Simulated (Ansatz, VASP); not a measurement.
## Ge in VASP and in Ansatz

Contents of INCAR:

```
PREC = Accurate
ENCUT = 600
EDIFF = 1E-7
ISMEAR = -1
SIGMA = 0.05
LREAL = F
LASPH = T
NELM = 80
ALGO = Normal
ISIF = 3
LWAVE = F
LCHARG = F
GGA = PS
IBRION = 2
NSW = 60
EDIFFG = -0.01
```

KPOINTS

```
Automatic mesh
0
Gamma
  7 7 7
```

Contents of POSCAR:

```
Ge
1.0
    0.0000000000      2.8857400000      5.1156650000
    2.6304970000      0.0000000000      5.1156650000
    2.6304970000      2.8857400000      0.0000000000
Ge
4
Direct
    0.7264900000      0.2735100000      0.7264900000
    0.2735100000      0.7264900000      0.2735100000
    0.2181330000      0.2181330000      0.7818670000
    0.7818670000      0.7818670000      0.2181330000
```

Contents of input.yaml:

```yaml
crystal:
  lattice:
    - [0.0, 2.88574, 5.115665]
    - [2.630497, 0.0, 5.115665]
    - [2.630497, 2.88574, 0.0]
  atoms:
    - { symbol: Ge, position: [0.72649, 0.27351, 0.72649] }
    - { symbol: Ge, position: [0.27351, 0.72649, 0.27351] }
    - { symbol: Ge, position: [0.218133, 0.218133, 0.781867] }
    - { symbol: Ge, position: [0.781867, 0.781867, 0.218133] }
hamiltonian:
  xc: pbesol
  pseudopotentials: { kind: paw }
kpoints:
  mp_grid: { grid: [7, 7, 7] }
scf:
  occupations: { method: fermi_dirac, width: 0.05 }
output:
  forces: true
  stress: true
  eigenvalues: true
relax:
  f_tol: 0.01
  max_steps: 40
  cell: { stress_tol: 0.05 }
```

Alike in both runs: task relaxation of cell and atoms; functional PBEsol; k mesh 7 × 7 × 7; occupations fermi-dirac, width 0.05 eV; no spin polarisation.

|  | VASP | Ansatz |
| --- | --- | --- |
| version | VASP 6.6.1 | Ansatz 0.2.0 |
| potentials or method | VASP PAW PBE potentials, release 64 (Ge_d) | Ansatz PAW |
| plane-wave cutoff (eV) | 600 | 420 |
| valence electrons in the cell | 56 | 56 |

VASP gave:

- gap on the k mesh at the Fermi level, each at its own relaxed structure (eV): none
- relaxed volume (Å³/atom): 18.40
- relaxed cell length with the largest relative difference (Å): 5.729

Problem. Which values does Ansatz return?

Solution. gap on the k mesh at the Fermi level, each at its own relaxed structure (eV): none; relaxed volume (Å³/atom): 18.38; relaxed cell length with the largest relative difference (Å): 5.724.

VASP's potentials were made for PBE, not for PBEsol. A gap of «none» marks a metal or a gap that the smearing closes.

Noted on Ansatz's run: the plane-wave basis is chosen anew once the cell has moved, so the energies of steps on either side of that aren't comparable.
